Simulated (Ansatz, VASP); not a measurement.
**Two plane-wave programs on La2S**

INCAR

```
SYSTEM = La2S
  PREC = Accurate
  ENCUT = 520
  EDIFF = 1E-6
  ISMEAR = 0
  SIGMA = 0.1
  LREAL = .False.
  LASPH = .True.
  NELM = 100
  ALGO = Normal
  ISIF = 2
  LWAVE = .False.
  LCHARG = .False.
  GGA = PE
  NBANDS = 21
```

The input KPOINTS:

```
Automatic mesh
0
Gamma
  12 12 6
  0 0 0
```

The input POSCAR:

```
La2S
1.0
    3.9670858695      0.0000000000      0.0000000000
    0.0000000000      3.9670858695      0.0000000000
    0.0000000000      0.0000000000      7.6433216731
La S
2 1
Direct
    0.0000000000      0.0000000000      0.0000000000
    0.0000000000      0.0000000000      0.5000000000
    0.5000000000      0.5000000000      0.0000000000
```

Input for Ansatz:

```yaml
crystal:
  lattice:
    - [3.9670858695, 0.0, 0.0]
    - [0.0, 3.9670858695, 0.0]
    - [0.0, 0.0, 7.6433216731]
  atoms:
    - { symbol: La, position: [0.0, 0.0, 0.0] }
    - { symbol: La, position: [0.0, 0.0, 0.5] }
    - { symbol: S, position: [0.5, 0.5, 0.0] }
basis:
  ecutwfc: 420
kpoints:
  mp_grid: { grid: [12, 12, 6] }
  band_path:
    path:
      - [[0.0, 0.0, 0.0], [0.0, 0.5, 0.0], [0.5, 0.5, 0.0], [0.0, 0.0, 0.0], [0.0, 0.0, 0.5], [0.0, 0.5, 0.5], [0.5, 0.5, 0.5], [0.0, 0.0, 0.5]]
      - [[0.0, 0.5, 0.0], [0.0, 0.5, 0.5]]
      - [[0.5, 0.5, 0.0], [0.5, 0.5, 0.5]]
    npoints: 14
hamiltonian:
  xc: pbe
scf:
  occupations: { method: gaussian, width: 0.1 }
  n_extra_bands: 7
output:
  forces: true
  stress: true
  eigenvalues: true
  populations: true
  dos: { projected: true, de: 0.02, nscf_kmesh: { grid: [15, 15, 8] } }
  bader: true
  write_density: true
  write_potential: true
  elf: true
  volumetric_format: npy
```

Alike in both runs: task single point; functional PBE; k mesh 12 × 12 × 6; occupations gaussian, width 0.1 eV; no spin polarisation.

|  | VASP | Ansatz |
| --- | --- | --- |
| version | VASP 6.6.1 | Ansatz 0.2.0 |
| potentials or method | VASP PAW PBE potentials, release 64 (La, S), cutoff 520 eV | scalar-relativistic, plane waves, PAW |
| valence electrons in the cell | 28 | 28 |

```tsv
	VASP	Ansatz	Ansatz less VASP
gap on the k mesh at the Fermi level (eV)	none	none	-
pressure (GPa)	-0.1	0.0	+0.07
```

A gap of «none» marks a metal or a gap that the smearing closes. The functional is the same, so the differences come from potentials, cutoffs and numerics.

Spin-orbit coupling is off throughout.
